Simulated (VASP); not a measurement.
# Mg8H (P-3m1) in VASP: a series of runs

Mg8H is run at these levels: PBE; tasks: single point, relaxation of cell and atoms.

Everything below comes from runs of VASP 6.6.1. Logs are shortened: lines on timing, memory, paths and dates and some standing lists are left out, and cuts for length are marked.

## 1. The cell of the first run

It takes space group P-3m1 (No. 164, trigonal). The conventional cell has a = 6.432 Å, b = 6.432 Å, c = 5.135 Å, α = 90.00°, β = 90.00°, γ = 120.00°. Mg (site symmetry m) has 1 H at 2.27 Å within 3.0 Å. Mg (site symmetry 3m) has 12 Mg at 3.16 to 3.22 Å and 3 H at 3.92 Å within 4.2 Å. Within 3.0 Å of H (site symmetry -3m) lie 6 Mg at 2.27 Å.

## 2. Single point, PBE

The input, INCAR:

```
PREC     = Accurate       # precision mode
ENCUT    = 520            # plane-wave cutoff, eV
EDIFF    = 1E-7           # SCF threshold, eV
ISMEAR   = 0              # smearing method
SIGMA    = 0.1            # smearing width, eV
LREAL    = False          # projectors in reciprocal space
LASPH    = True           # aspherical terms in the spheres
NELM     = 100            # most SCF steps
ALGO     = Normal         # electronic algorithm
ISIF     = 2              # what is computed and relaxed
LWAVE    = False          # write WAVECAR
LCHARG   = False          # write CHGCAR
GGA      = PE             # functional
NBANDS   = 18             # bands
```

The input, KPOINTS:

```
Automatic mesh
0
Gamma
  6 6 6
```

The input, POSCAR:

```
Mg8H
1.0
    6.4317722667      0.0000000000      0.0000000000
   -3.2158861334      5.5700781744      0.0000000000
    0.0000000000      0.0000000000      5.1353532871
Mg H
8 1
Direct
    0.1669707996      0.3339415992      0.2520374697
    0.1669707996      0.8330292004      0.2520374697
    0.6666666667      0.3333333333      0.2469997269
    0.6660584008      0.8330292004      0.2520374697
    0.3339415992      0.1669707996      0.7479625303
    0.3333333333      0.6666666667      0.7530002731
    0.8330292004      0.1669707996      0.7479625303
    0.8330292004      0.6660584008      0.7479625303
    0.0000000000      0.0000000000      0.0000000000
```

Potentials or basis: VASP PAW PBE potentials, release 64 (Mg, H).

Launch:

```console
$ cat potpaw_PBE.64/Mg/POTCAR potpaw_PBE.64/H/POTCAR > POTCAR
$ mpirun -np 1 vasp_std > vasp.out
```

OUTCAR:

```text
PREC = Accurate
   ENCUT = 520
   EDIFF = 1E-7
   ISMEAR = 0
   LREAL = False
   LASPH = True
   NELM = 100
   ISIF = 2
   GGA = PE

 ion  position               nearest neighbor table
   1  0.167  0.334  0.252-   9 2.27   7 3.15   5 3.15   6 3.16   6 3.17   7 3.19   5 3.19   4 3.21
                             2 3.21   3 3.22   3 3.22   4 3.22   2 3.22
   2  0.167  0.833  0.252-   9 2.27   8 3.15   5 3.15   6 3.16   6 3.17   8 3.19   5 3.19   4 3.21
                             1 3.21   3 3.22   3 3.22   4 3.22   1 3.22
   3  0.667  0.333  0.247-   7 3.16   5 3.16   8 3.16   7 3.17   5 3.17   8 3.17   1 3.22   4 3.22
                             2 3.22   2 3.22   1 3.22   4 3.22
   4  0.666  0.833  0.252-   9 2.27   8 3.15   7 3.15   6 3.16   6 3.17   8 3.19   7 3.19   2 3.21
                             1 3.21   3 3.22   3 3.22   2 3.22   1 3.22
   5  0.334  0.167  0.748-   9 2.27   1 3.15   2 3.15   3 3.16   3 3.17   1 3.19   2 3.19   7 3.21
                             8 3.21   6 3.22   6 3.22   7 3.22   8 3.22
   6  0.333  0.667  0.753-   2 3.16   4 3.16   1 3.16   2 3.17   4 3.17   1 3.17   8 3.22   5 3.22
                             7 3.22   7 3.22   8 3.22   5 3.22
   7  0.833  0.167  0.748-   9 2.27   1 3.15   4 3.15   3 3.16   3 3.17   1 3.19   4 3.19   5 3.21
                             8 3.21   6 3.22   6 3.22   5 3.22   8 3.22
   8  0.833  0.666  0.748-   9 2.27   2 3.15   4 3.15   3 3.16   3 3.17   2 3.19   4 3.19   5 3.21
                             7 3.21   6 3.22   6 3.22   5 3.22   7 3.22
   9  0.000  0.000  0.000-   4 2.27   5 2.27   2 2.27   7 2.27   1 2.27   8 2.27

  LATTYP: Found a hexagonal cell.
 ALAT       =     6.4317722667
 C/A-ratio  =     0.7984351862

  Lattice vectors:

 A1 = (   6.4317722667,   0.0000000000,   0.0000000000)
 A2 = (  -3.2158861334,   5.5700781744,   0.0000000000)
 A3 = (   0.0000000000,   0.0000000000,   5.1353532871)

Analysis of symmetry for initial positions (statically):
=====================================================================
 Subroutine PRICEL returns:
 Original cell was already a primitive cell.

 Routine SETGRP: Setting up the symmetry group for a
 hexagonal supercell.

 Subroutine GETGRP returns: Found 12 space group operations
 (whereof 12 operations were pure point group operations)
 out of a pool of 24 trial point group operations.

The static configuration has the point symmetry D_3d.

Analysis of symmetry for dynamics (positions and initial velocities):
=====================================================================
 Subroutine PRICEL returns:
 Original cell was already a primitive cell.

 Routine SETGRP: Setting up the symmetry group for a
 hexagonal supercell.

 Subroutine GETGRP returns: Found 12 space group operations
 (whereof 12 operations were pure point group operations)
 out of a pool of 24 trial point group operations.

The dynamic configuration has the point symmetry D_3d.

 Subroutine INISYM returns: Found 12 space group operations
 (whereof 12 operations are pure point group operations),
 and found     1 'primitive' translations

----------------------------------------------------------------------------------------

                                     Primitive cell

  volume of cell :     183.9765

  direct lattice vectors                    reciprocal lattice vectors
     6.431772267  0.000000000  0.000000000     0.155478142  0.089765347  0.000000000
    -3.215886133  5.570078174  0.000000000     0.000000000  0.179530694  0.000000000
     0.000000000  0.000000000  5.135353287     0.000000000  0.000000000  0.194728570

  length of vectors
     6.431772267  6.431772267  5.135353287     0.179530694  0.179530694  0.194728570

  position of ions in fractional coordinates (direct lattice)
     0.166970800  0.333941599  0.252037470
     0.166970800  0.833029200  0.252037470
     0.666666667  0.333333333  0.246999727
     0.666058401  0.833029200  0.252037470
     0.333941599  0.166970800  0.747962530
     0.333333333  0.666666667  0.753000273
     0.833029200  0.166970800  0.747962530
     0.833029200  0.666058401  0.747962530
     0.000000000  0.000000000  0.000000000

  ion indices of the primitive-cell ions
   primitive index   ion index
                 1           1
                 2           2
                 3           3
                 4           4
                 5           5
                 6           6
                 7           7
                 8           8
                 9           9

----------------------------------------------------------------------------------------

 KPOINTS: Automatic mesh

Automatic generation of k-mesh.
 Grid dimensions read from file:
 generate k-points for:    6    6    6

 Generating k-lattice:

  Cartesian coordinates                     Fractional coordinates (reciprocal lattice)
     0.025913024  0.014960891  0.000000000     0.166666667  0.000000000  0.000000000
     0.000000000  0.029921782  0.000000000     0.000000000  0.166666667  0.000000000
     0.000000000  0.000000000  0.032454762     0.000000000  0.000000000  0.166666667

  Length of vectors
     0.029921782  0.029921782  0.032454762

  Shift w.r.t. Gamma in fractional coordinates (k-lattice)
     0.000000000  0.000000000  0.000000000

 Subroutine IBZKPT returns following result:
 ===========================================

 Found     34 irreducible k-points:

 Following reciprocal coordinates:
            Coordinates               Weight
  0.000000  0.000000  0.000000      1.000000
  0.166667 -0.000000  0.000000      6.000000
  0.333333  0.000000  0.000000      6.000000
  0.500000 -0.000000  0.000000      3.000000
  0.166667  0.166667  0.000000      6.000000
  0.333333  0.166667  0.000000     12.000000
[... 16 lines left out ...]
  0.500000 -0.000000  0.333333      6.000000
  0.166667  0.166667  0.333333     12.000000
 [... further k-points ...]
   k-points           NKPTS =     34   k-points in BZ     NKDIM =     34   number of bands    NBANDS=     18
   number of dos      NEDOS =    301   number of ions     NIONS =      9
   total plane-waves  NPLWV =  92160
   dimension x,y,z NGX =    48 NGY =   48 NGZ =   40
   dimension x,y,z NGXF=    96 NGYF=   96 NGZF=   80
   ions per type =               8   1
   NGX,Y,Z   is equivalent  to a cutoff of  12.41, 12.41, 12.95 a.u.
   NGXF,Y,Z  is equivalent  to a cutoff of  24.81, 24.81, 25.90 a.u.
 SYSTEM =  unknown system
   PREC   = accura    normal or accurate (medium, high low for compatibility)
   ISTART =      0    job   : 0-new  1-cont  2-samecut
   ICHARG =      2    charge: 1-file 2-atom 10-const
   ISPIN  =      1    spin polarized calculation?
   LNONCOLLINEAR =      F non collinear calculations
   LSORBIT =      F    spin-orbit coupling
   LASPH  =      T    aspherical Exc in radial PAW
   ENCUT  =  520.0 eV  38.22 Ry    6.18 a.u.  11.96 11.96  9.55*2*pi/ulx,y,z
   NELM   =    100;   NELMIN=  2; NELMDL= -5     # of ELM steps
   EDIFF  = 0.1E-06   stopping-criterion for ELM
   LREAL  =      F    real-space projection
   EDIFFG = 0.1E-05   stopping-criterion for IOM
   NSW    =      0    number of steps for IOM
   IBRION =     -1    ionic relax: 0-MD 1-quasi-New 2-CG
   NFREE  =      0    steps in history (QN), initial steepest desc. (CG)
   ISIF   =      2    stress and relaxation
   ISYM   =      2    0-nonsym 1-usesym 2-fastsym
   POTIM  = 0.5000    time-step for ionic-motion
   TEBEG  =    0.0;   TEEND  =   0.0 temperature during run
   PSTRESS=    0.0 pullay stress
   NELECT =      17.0000    total number of electrons
   NUPDOWN=      -1.0000    fix difference up-down
   EMIN   =  10.00;   EMAX   =-10.00  energy-range for DOS
   EFERMI =   0.00;   METHOD = LEGACY
   ISMEAR =     0;   SIGMA  =   0.10  broadening in eV -4-tet -1-fermi 0-gaus
   EFERMI_NEDOS =   21; number of points for ismear=-14 and -15
   IALGO  =     38    algorithm
   IMIX   =      4    mixing-type and parameters
     AMIX     =   0.40;   BMIX     =  1.00
     AMIX_MAG =   1.60;   BMIX_MAG =  1.00
  volume/ion in A,a.u.               =      20.44       137.95
  Fermi-wavevector in a.u.,A,eV,Ry     =   0.740123  1.398629  7.453021  0.547782
  Thomas-Fermi vector in A             =   1.834449
   LORBIT       =      0    0 simple, 1 ext, 2 COOP (PROOUT), +10 PAW based schemes
   GGA     = PE    functional components
   LHFCALC =     F    Hartree Fock is set to
   AEXX    =    0.0000 exact exchange contribution
   IVDW    =     0    specifies the selected vdW correction
   LEPSILON=     F    determine dielectric tensor
   LRPA    =     F    only Hartree local field effects (RPA)
 non-spin polarized calculation
 Gauss-broadening in eV      SIGMA  =   0.10
  energy-cutoff  :      520.00
  volume of cell :      183.98
 maximum number of plane-waves:      4982
   NGX = 23   NGY = 23   NGZ = 19

 number of electron      17.0000000 magnetization

 Free energy of the ion-electron system (eV)
  ---------------------------------------------------
  ext. energy  EPLUGINS =         0.00000000
  ---------------------------------------------------
  free energy    TOTEN  =       -15.15614877 eV

  energy without entropy =      -15.14185742  energy(sigma->0) =      -15.14900309

 E-fermi :   2.7358     XC(G=0):  -8.5697

 val. band max:        2.7243173602   @ k =   0.1667   0.1667   0.3333
 cond. band min:       2.7526235538   @ k =   0.5000  -0.0000   0.0000
 fundamental gap:      0.0283061936
 Fermi energy:         2.7357756224

 k-point     1 :       0.0000    0.0000    0.0000
  band No.  band energies     occupation
      1      -4.8658      2.00000
      2      -1.8760      2.00000
      3       0.3961      2.00000
      4       0.3961      2.00000
      5       0.5320      2.00000
      6       0.5328      2.00000
[... 10 lines left out ...]
     17       6.1059      0.00000
     18       6.1059      0.00000

 k-point     2 :       0.1667   -0.0000    0.0000
  band No.  band energies     occupation
      1      -4.7596      2.00000
      2      -2.1065      2.00000
      3      -0.6282      2.00000
      4      -0.1800      2.00000
      5       0.5046      2.00000
      6       1.2965      2.00000
[... 10 lines left out ...]
     17       6.4138      0.00000
     18       6.6044      0.00000
[... 442 lines left out ...]
 k-point    24 :       0.1667    0.1667    0.3333
  band No.  band energies     occupation
      1      -4.1186      2.00000
      2      -2.2607      2.00000
      3      -1.1731      2.00000
      4      -0.8192      2.00000
      5       0.2613      2.00000
      6       0.9840      2.00000
[... 10 lines left out ...]
     17       7.3156      0.00000
     18       7.6926      0.00000

 [... further k-points ...]
[... 5 lines left out ...]
  --------------------------------------------------------------------------------------
  -------------------------------------------------------------------------------------
  Total       -0.1677360     -0.1677360     -0.0732590      0.0000000      0.0000000      0.0000000
  in kB       -1.4607459     -1.4607459     -0.6379833      0.0000000      0.0000000      0.0000000
  external PRESSURE =      -1.1864917 kB  Pullay stress =       0.0000000 kB

 VOLUME and BASIS-vectors are now :
 -----------------------------------------------------------------------------
  energy-cutoff  :      520.00
  volume of cell :      183.98
      direct lattice vectors                 reciprocal lattice vectors
     6.431772267  0.000000000  0.000000000     0.155478142  0.089765347  0.000000000
    -3.215886133  5.570078174  0.000000000     0.000000000  0.179530694  0.000000000
     0.000000000  0.000000000  5.135353287     0.000000000  0.000000000  0.194728570

 POSITION                                       TOTAL-FORCE (eV/Angst)
 -----------------------------------------------------------------------------------
     -0.00000      1.86008      1.29430         0.000000     -0.001304      0.001187
     -1.60501      4.64004      1.29430        -0.001129      0.000652      0.001187
      3.21589      1.85669      1.26843         0.000000      0.000000      0.001091
      1.60501      4.64004      1.29430         0.001129      0.000652      0.001187
      1.61088      0.93004      3.84105        -0.001129     -0.000652     -0.001187
     -0.00000      3.71339      3.86692         0.000000     -0.000000     -0.001091
      4.82090      0.93004      3.84105         0.001129     -0.000652     -0.001187
      3.21589      3.71000      3.84105        -0.000000      0.001304     -0.001187
      0.00000      0.00000      0.00000         0.000000      0.000000      0.000000
 -----------------------------------------------------------------------------------
    total drift:                               -0.000000      0.000000     -0.000000

  FREE ENERGIE OF THE ION-ELECTRON SYSTEM (eV)
  ---------------------------------------------------
  free  energy   TOTEN  =       -15.1561487700 eV

  energy  without entropy=      -15.1418574196  energy(sigma->0) =      -15.14900309
```

It took 54 s on 1 thread of Intel Xeon 6975P-C (Granite Rapids), shared host; peak memory 0.33 GiB.

What came out:

```yaml
Free_energy: -15.1561 eV
Pressure: -0.1 GPa
```

Stress tensor (GPa, compression positive):
```
-0.15  0.00  0.00
 0.00 -0.15  0.00
 0.00  0.00 -0.06
```

## 3. Relaxation of cell and atoms, PBE

The input, INCAR:

```
PREC = Accurate ; ENCUT = 600
EDIFF = 1E-6 ; ISMEAR = 0
SIGMA = 0.1 ; LREAL = False
LASPH = True ; NELM = 100
ALGO = Normal ; ISIF = 3
LWAVE = False ; LCHARG = False
GGA = PE ; IBRION = 2
NSW = 90 ; EDIFFG = -0.025
```

The input, KPOINTS:

```
regular mesh
0
Gamma
  6 6 6
```

The input, POSCAR:

```
Mg8H
1.0
    6.4375067966      0.0000000000      0.0000000000
   -3.2187533983      5.5750444229      0.0000000000
    0.0000000000      0.0000000000      5.1176959272
Mg H
8 1
Direct
    0.1664155314      0.3328310627      0.2528670815
    0.1664155314      0.8335844686      0.2528670815
    0.6666666667      0.3333333333      0.2464503806
    0.6671689373      0.8335844686      0.2528670815
    0.3328310627      0.1664155314      0.7471329185
    0.3333333333      0.6666666667      0.7535496194
    0.8335844686      0.1664155314      0.7471329185
    0.8335844686      0.6671689373      0.7471329185
    0.0000000000      0.0000000000      0.0000000000
```

Potentials or basis: VASP PAW PBE potentials, release 64 (Mg, H).

Launch:

```console
$ cat potpaw_PBE.64/Mg/POTCAR potpaw_PBE.64/H/POTCAR > POTCAR
$ mpirun -np 1 vasp_std > vasp.out
```

It took 3.4 min on 1 thread of Intel Xeon 6975P-C, shared host; peak memory 0.41 GiB.

The run converged. Its results:

```yaml
Free_energy: -15.1517 eV
Relaxed_volume: 20.39 Å³/atom
Relaxed_cell: a = 6.430 Å, b = 6.430 Å, c = 5.126 Å, α = 90.00°, β = 90.00°, γ = 120.00°
Space_group_after_relaxing_to_0.05_Å: P-3m1 (No. 164)
Energy_gained_by_relaxing: 0.1 meV/atom
Ionic_steps: 2
Pressure_after_relaxing: 0.0 GPa
Largest_force_after_relaxing: 0.025 eV/Å
```

Forces on the atoms (eV/Å):
```
Mg   0.000  0.022 -0.012
Mg   0.019 -0.011 -0.012
Mg   0.000  0.000  0.000
Mg  -0.019 -0.011 -0.012
Mg   0.019  0.011  0.012
Mg   0.000  0.000  0.000
Mg  -0.019  0.011  0.012
Mg   0.000 -0.022  0.012
H    0.000  0.000  0.000
```

Stress tensor (GPa, compression positive):
```
-0.09  0.00  0.00
 0.00 -0.09  0.00
 0.00  0.00  0.14
```

Step by step:
```tsv
step	energy change (eV)	largest force (eV/Å)	pressure (GPa)	volume (Å³)
1	0.0000	0.0317	-0.04	183.67
2	-0.0009	0.0248	-0.02	183.55
```

Final structure:
```xyz
9
Lattice="6.4304 0.0000 0.0000 -3.2152 5.5689 0.0000 0.0000 0.0000 5.1255" Properties=species:S:1:pos:R:3 pbc="T T T"
Mg    0.0000    1.8548    1.2953
Mg   -1.6089    4.6415    1.2953
Mg    3.2152    1.8563    1.2631
Mg    1.6089    4.6415    1.2953
Mg    1.6063    0.9274    3.8302
Mg    0.0000    3.7126    3.8625
Mg    4.8241    0.9274    3.8302
Mg    3.2152    3.7141    3.8302
H     6.4304    0.0000    0.0000
```

Levels at points of the mesh, in eV from the Fermi level:
```tsv
k point	band 5	band 6	band 7	band 8	band 9	band 10	band 11	band 12
(0.00, 0.00, 0.00)	-2.21	-2.21	-2.20	-1.78	-1.20	1.13	2.49	2.49
(0.50, 0.00, 0.00)	-1.87	-0.53	-0.15	0.03	0.39	0.81	0.89	1.08
(0.00, 0.00, 0.50)	-1.26	-1.23	-1.17	-1.17	-0.80	-0.60	-0.60	-0.56
(0.50, 0.00, 0.50)	-2.84	-2.13	-2.06	-2.03	0.82	2.08	2.14	2.20
```

Caveat: the bands computed are all filled at some k points, so no gap is given.
